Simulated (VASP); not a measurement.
A run of VASP 6.6.1 is set up as follows.

The input INCAR:

```
PREC = Accurate ; ENCUT = 520
EDIFF = 1E-6 ; ISMEAR = 0
SIGMA = 0.1 ; LREAL = F
LASPH = T ; NELM = 100
ALGO = Normal ; ISIF = 2
LWAVE = F ; LCHARG = F
GGA = PE ; NBANDS = 19
```

The input KPOINTS:

```
Automatic mesh
0
Gamma
  6 6 6
```

POSCAR

```
Si3N2
1.0
    1.4137175266      0.8162101946      8.6708743305
   -1.4137175266      0.8162101946      8.6708743305
    0.0000000000     -1.6324203891      8.6708743305
Si N
3 2
Direct
    0.0000000000      0.0000000000      0.0000000000
    0.2092242150      0.2092242150      0.2092242150
    0.7907757850      0.7907757850      0.7907757850
    0.4296476598      0.4296476598      0.4296476598
    0.5703523402      0.5703523402      0.5703523402
```

Potentials or basis: VASP PAW PBE potentials, release 64 (Si, N).

Run with:

```bash
$ cat potpaw_PBE.64/Si/POTCAR potpaw_PBE.64/N/POTCAR > POTCAR
$ mpirun -np 1 vasp_std > vasp.out
```

**Question.** Estimate the band gap on the k mesh.

**Answer.** Zero (bands 11 and 12 overlap by 3.01 eV).

**Question.** Predict the pressure.

**Answer.** 0.0 GPa.

**Question.** Predict the largest force.

**Answer.** 0.049 eV/Å.

Stress tensor (GPa, compression positive):
```
 0.06  0.00  0.00
 0.00  0.06  0.00
 0.00  0.00 -0.10
```

Caveat: the k points lie up to 0.43 Å⁻¹ apart, too coarse for converged energies and pressures of a metal.
